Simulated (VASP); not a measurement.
# InSb (sol) (Fm-3m) in VASP: single point with PBEsol

Aim: the single point of InSb (sol) with PBEsol.

Everything below comes from runs of VASP 6.6.1. Logs are shortened: lines on timing, memory, paths and dates and some standing lists are left out, and cuts for length are marked.

### Step 1. The cell of the first run

The structure is cubic, space group Fm-3m (No. 225). The conventional cell has a = 6.037 Å, b = 6.037 Å, c = 6.037 Å, α = 90.00°, β = 90.00°, γ = 90.00°. Within 4.0 Å of In (site symmetry m-3m) lie 6 Sb at 3.02 Å. Sb (site symmetry m-3m) has 6 In at 3.02 Å within 4.0 Å.

### Step 2. Single point, PBEsol

Contents of INCAR:

```
SYSTEM = InSb
ALGO = Normal ; EDIFF = 1E-6
ENCUT = 500 ; GGA = PS
GGA_COMPAT = .False. ; ISIF = 2
ISMEAR = 0 ; LASPH = .True.
LCHARG = .False. ; LREAL = .False.
LWAVE = .False. ; NBANDS = 16
NELM = 120 ; PREC = Accurate
SIGMA = 0.1
```

Contents of KPOINTS:

```
k-points
0
Gamma
  12 12 12
  0 0 0
```

Contents of POSCAR:

```
InSb
1.0
    0.0000000000      3.0186075766      3.0186075766
    3.0186075766      0.0000000000      3.0186075766
    3.0186075766      3.0186075766      0.0000000000
In Sb
1 1
Direct
    0.0000000000      0.0000000000      0.0000000000
    0.5000000000      0.5000000000      0.5000000000
```

Potentials or basis: VASP PAW PBE potentials, release 64 (In_d, Sb).

Started as:

```
$ cat potpaw_PBE.64/In_d/POTCAR potpaw_PBE.64/Sb/POTCAR > POTCAR
$ mpirun -np 1 vasp_std > vasp.out
```

OUTCAR:

```text
SYSTEM = InSb
   EDIFF = 1E-6
   ENCUT = 500
   GGA = PS
   ISIF = 2
   ISMEAR = 0
   LASPH = .True.
   LREAL = .False.
   NELM = 120
   PREC = Accurate

 ion  position               nearest neighbor table
   1  0.000  0.000  0.000-   2 3.02   2 3.02   2 3.02   2 3.02   2 3.02   2 3.02
   2  0.500  0.500  0.500-   1 3.02   1 3.02   1 3.02   1 3.02   1 3.02   1 3.02

  LATTYP: Found a face centered cubic cell.
 ALAT       =     6.0372151532

  Lattice vectors:

 A1 = (   0.0000000000,   3.0186075766,   3.0186075766)
 A2 = (   3.0186075766,   0.0000000000,   3.0186075766)
 A3 = (   3.0186075766,   3.0186075766,   0.0000000000)

Analysis of symmetry for initial positions (statically):
=====================================================================
 Subroutine PRICEL returns:
 Original cell was already a primitive cell.

 Routine SETGRP: Setting up the symmetry group for a
 face centered cubic supercell.

 Subroutine GETGRP returns: Found 48 space group operations
 (whereof 48 operations were pure point group operations)
 out of a pool of 48 trial point group operations.

The static configuration has the point symmetry O_h .

Analysis of symmetry for dynamics (positions and initial velocities):
=====================================================================
 Subroutine PRICEL returns:
 Original cell was already a primitive cell.

 Routine SETGRP: Setting up the symmetry group for a
 face centered cubic supercell.

 Subroutine GETGRP returns: Found 48 space group operations
 (whereof 48 operations were pure point group operations)
 out of a pool of 48 trial point group operations.

The dynamic configuration has the point symmetry O_h .

 Subroutine INISYM returns: Found 48 space group operations
 (whereof 48 operations are pure point group operations),
 and found     1 'primitive' translations

----------------------------------------------------------------------------------------

                                     Primitive cell

  volume of cell :      55.0111

  direct lattice vectors                    reciprocal lattice vectors
     0.000000000  3.018607577  3.018607577    -0.165639285  0.165639285  0.165639285
     3.018607577  0.000000000  3.018607577     0.165639285 -0.165639285  0.165639285
     3.018607577  3.018607577  0.000000000     0.165639285  0.165639285 -0.165639285

  length of vectors
     4.268955774  4.268955774  4.268955774     0.286895657  0.286895657  0.286895657

[... 79 lines left out ...]
   NELM   =    120;   NELMIN=  2; NELMDL= -5     # of ELM steps
   EDIFF  = 0.1E-05   stopping-criterion for ELM
   LREAL  =      F    real-space projection
   EDIFFG = 0.1E-04   stopping-criterion for IOM
   NSW    =      0    number of steps for IOM
   IBRION =     -1    ionic relax: 0-MD 1-quasi-New 2-CG
   NFREE  =      0    steps in history (QN), initial steepest desc. (CG)
   ISIF   =      2    stress and relaxation
   ISYM   =      2    0-nonsym 1-usesym 2-fastsym
   POTIM  = 0.5000    time-step for ionic-motion
   TEBEG  =    0.0;   TEEND  =   0.0 temperature during run
   PSTRESS=    0.0 pullay stress
   NELECT =      18.0000    total number of electrons
   NUPDOWN=      -1.0000    fix difference up-down
   EMIN   =  10.00;   EMAX   =-10.00  energy-range for DOS
   EFERMI =   0.00;   METHOD = LEGACY
   ISMEAR =     0;   SIGMA  =   0.10  broadening in eV -4-tet -1-fermi 0-gaus
   EFERMI_NEDOS =   21; number of points for ismear=-14 and -15
   IALGO  =     38    algorithm
   IMIX   =      4    mixing-type and parameters
     AMIX     =   0.40;   BMIX     =  1.00
     AMIX_MAG =   1.60;   BMIX_MAG =  1.00
  volume/ion in A,a.u.               =      27.51       185.62
  Fermi-wavevector in a.u.,A,eV,Ry     =   1.128104  2.131807 17.315017  1.272618
  Thomas-Fermi vector in A             =   2.264792
   LORBIT       =      0    0 simple, 1 ext, 2 COOP (PROOUT), +10 PAW based schemes
   GGA     = PS    functional components
   LHFCALC =     F    Hartree Fock is set to
   AEXX    =    0.0000 exact exchange contribution
   IVDW    =     0    specifies the selected vdW correction
   LEPSILON=     F    determine dielectric tensor
   LRPA    =     F    only Hartree local field effects (RPA)
 non-spin polarized calculation
 Gauss-broadening in eV      SIGMA  =   0.10
  energy-cutoff  :      500.00
  volume of cell :       55.01
 maximum number of plane-waves:      1411
   NGX = 15   NGY = 15   NGZ = 15

 number of electron      17.9999991 magnetization

 Free energy of the ion-electron system (eV)
  ---------------------------------------------------
  ext. energy  EPLUGINS =         0.00000000
  ---------------------------------------------------
  free energy    TOTEN  =        -7.53853128 eV

  energy without entropy =       -7.53061941  energy(sigma->0) =       -7.53457534

 E-fermi :   7.0315     XC(G=0): -10.0966

 val. band max:        7.0202694788   @ k =   0.3333   0.0833   0.0000
 cond. band min:       7.0529586874   @ k =   0.1667   0.0000   0.0000
 fundamental gap:      0.0326892086
 Fermi energy:         7.0314902924

 k-point     1 :       0.0000    0.0000    0.0000
  band No.  band energies     occupation
      1      -7.3203      2.00000
      2      -7.3203      2.00000
      3      -7.2867      2.00000
      4      -7.2867      2.00000
      5      -7.2867      2.00000
      6      -4.2132      2.00000
[... 433 lines left out ...]
      3      -7.2832      2.00000
      4      -7.2604      2.00000
      5      -7.2514      2.00000
      6      -2.0548      2.00000
[... 8 lines left out ...]
     15      16.4196      0.00000
     16      16.4684      0.00000

 [... further k-points ...]

------------------------ aborting loop because EDIFF is reached ----------------------------------------

  FORCE on cell =-STRESS in cart. coord.  units (eV):
  Direction    XX          YY          ZZ          XY          YZ          ZX
  --------------------------------------------------------------------------------------
  -------------------------------------------------------------------------------------
  Total        0.0061409      0.0061409      0.0061409      0.0000000      0.0000000      0.0000000
  in kB        0.1788522      0.1788522      0.1788522      0.0000000      0.0000000      0.0000000
  external PRESSURE =       0.1788522 kB  Pullay stress =       0.0000000 kB

 VOLUME and BASIS-vectors are now :
 -----------------------------------------------------------------------------
  energy-cutoff  :      500.00
  volume of cell :       55.01
      direct lattice vectors                 reciprocal lattice vectors
     0.000000000  3.018607577  3.018607577    -0.165639285  0.165639285  0.165639285
     3.018607577  0.000000000  3.018607577     0.165639285 -0.165639285  0.165639285
     3.018607577  3.018607577  0.000000000     0.165639285  0.165639285 -0.165639285

 POSITION                                       TOTAL-FORCE (eV/Angst)
 -----------------------------------------------------------------------------------
      0.00000      0.00000      0.00000         0.000000      0.000000      0.000000
      3.01861      3.01861      3.01861         0.000000      0.000000      0.000000
 -----------------------------------------------------------------------------------
    total drift:                                0.000000     -0.000000     -0.000000

  FREE ENERGIE OF THE ION-ELECTRON SYSTEM (eV)
  ---------------------------------------------------
  free  energy   TOTEN  =        -7.5385312760 eV

  energy  without entropy=       -7.5306194072  energy(sigma->0) =       -7.53457534
```

OSZICAR:

```text
N       E                     dE             d eps       ncg     rms          rms(c)
DAV:   1     0.108989320422E+03    0.10899E+03   -0.78339E+03  2312   0.115E+03
DAV:   2    -0.136076152573E+01   -0.11035E+03   -0.10686E+03  2736   0.287E+02
DAV:   3    -0.745014407406E+01   -0.60894E+01   -0.60305E+01  2896   0.671E+01
DAV:   4    -0.760780781659E+01   -0.15766E+00   -0.15762E+00  2992   0.119E+01
DAV:   5    -0.761565894088E+01   -0.78511E-02   -0.78511E-02  3248   0.218E+00    0.344E+00
DAV:   6    -0.754569594948E+01    0.69963E-01   -0.13361E-01  2992   0.647E+00    0.188E+00
DAV:   7    -0.753928226397E+01    0.64137E-02   -0.26893E-02  3240   0.219E+00    0.563E-01
DAV:   8    -0.753851693286E+01    0.76533E-03   -0.23357E-03  2976   0.633E-01    0.149E-01
DAV:   9    -0.753853204229E+01   -0.15109E-04   -0.13512E-04  3248   0.116E-01    0.552E-02
DAV:  10    -0.753853084695E+01    0.11953E-05   -0.76601E-06  3088   0.219E-02    0.215E-02
DAV:  11    -0.753853127599E+01   -0.42904E-06   -0.13897E-06  2424   0.147E-02
   1 F= -.75385313E+01 E0= -.75345753E+01  d E =-.791187E-02
```

stdout:

```text
POSCAR found type information on POSCAR InSb
 POSCAR found :  2 types and       2 ions
 scaLAPACK will be used
 -----------------------------------------------------------------------------
|                                                                             |
|                                                                             |
|     You enforced a specific xc type in the INCAR file but a different       |
|     I HOPE YOU KNOW WHAT YOU ARE DOING!                                     |
|                                                                             |
 -----------------------------------------------------------------------------

 LDA part: xc-table for (Slater+PW92), standard interpolation
 POSCAR, INCAR and KPOINTS ok, starting setup
 FFT: planning ... GRIDC
 FFT: planning ... GRID_SOFT
 FFT: planning ... GRID
 WAVECAR not read
 entering main loop
```

Run time: 30 s. Hardware: 1 thread of Intel Xeon Platinum 8375C at 2.90GHz (Ice Lake), shared host; peak memory 0.21 GiB.

Results:

* Free energy: -7.5385 eV
* Pressure: 0.0 GPa
* Band gap on the k mesh: zero (band 9 reaches 7.70 eV, above the bottom of band 10 at 4.80 eV)

Levels at points of the mesh, in eV from the Fermi level:
| k point | band 6 | band 7 | band 8 | band 9 | band 10 | band 11 | band 12 | band 13 |
| --- | --- | --- | --- | --- | --- | --- | --- | --- |
| (0.00, 0.00, 0.00) | -11.24 | -0.13 | -0.02 | -0.02 | -0.02 | 6.22 | 6.22 | 6.22 |
| (0.50, 0.00, 0.00) | -9.30 | -6.62 | 0.40 | 0.40 | 2.23 | 2.48 | 2.48 | 3.44 |
| (0.50, 0.50, 0.00) | -8.51 | -4.67 | -3.31 | -2.23 | -2.23 | 3.14 | 8.59 | 8.59 |

Caveat: the PAW data sets were made with another functional, which shifts forces and pressure a little; spin-orbit coupling is left out, which moves the levels of the heavy elements.
